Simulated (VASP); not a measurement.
RbHfCl5:

```
CELL_PARAMETERS angstrom
4.69144 0.00000 0.00000
0.00000 4.69144 0.00000
0.00000 0.00000 8.23226
ATOMIC_POSITIONS crystal
Rb 0.00000 0.00000 0.50000
Hf 0.50000 0.50000 0.00000
Cl 0.00000 0.50000 0.28396
Cl 0.00000 0.50000 0.71604
Cl 0.50000 0.00000 0.28396
Cl 0.50000 0.00000 0.71604
Cl 0.00000 0.00000 0.00000
```

The cell was generated, and may not be a known phase.

```yaml
Program: VASP 6.6.1
Task: relaxation of cell and atoms
Functional: PBE
Potentials_or_basis: VASP PAW PBE potentials, release 64 (Rb_sv, Hf_pv, Cl)
Cutoff: 600 eV
k_mesh: 4 × 4 × 2
Occupations: gaussian, width 0.1 eV
Spin: no spin polarisation
```

At the start: pressure -3.2 GPa; volume 25.88 Å³/atom.

Problem. Where does the relaxation end?

Solution. Over 17 steps the energy falls by 445.3 meV/atom and the volume is 24.72 Å³/atom (-4.5 %); space group P4/mmm (No. 123, to 0.1 Å) before and after.

Step by step:
```csv
step,energy change (eV),largest force (eV/Å),pressure (GPa),volume (Å³)
1,0.0000,2.3468,-3.18,181.19
2,-1.3003,2.0498,-1.05,167.92
3,-1.1644,0.3344,16.42,135.91
4,-1.9189,1.5115,3.84,153.56
5,-1.9645,1.0856,6.90,147.77
6,-2.6145,0.1335,2.92,159.33
7,-2.6565,0.1854,2.01,163.74
8,-2.8871,0.1831,-0.53,171.28
9,-2.9139,0.4611,-2.48,178.69
10,-2.9245,0.3746,-1.88,176.19
11,-3.0622,0.3148,-0.49,171.29
12,-3.0776,0.2834,0.20,169.19
13,-3.0776,0.2806,0.26,169.03
14,-3.0974,0.1902,0.24,169.94
15,-3.1165,0.0160,0.26,172.06
16,-3.1162,0.0325,-0.32,174.18
17,-3.1174,0.0053,-0.01,173.03
```

Final structure:
```
CELL_PARAMETERS angstrom
4.56121 0.00000 0.00000
0.00000 4.56121 0.00000
0.00000 0.00000 8.31671
ATOMIC_POSITIONS crystal
Rb 0.00000 0.00000 0.50000
Hf 0.50000 0.50000 0.00000
Cl 0.00000 0.50000 0.21403
Cl 0.00000 0.50000 0.78597
Cl 0.50000 0.00000 0.21403
Cl 0.50000 0.00000 0.78597
Cl 0.00000 0.00000 0.00000
```
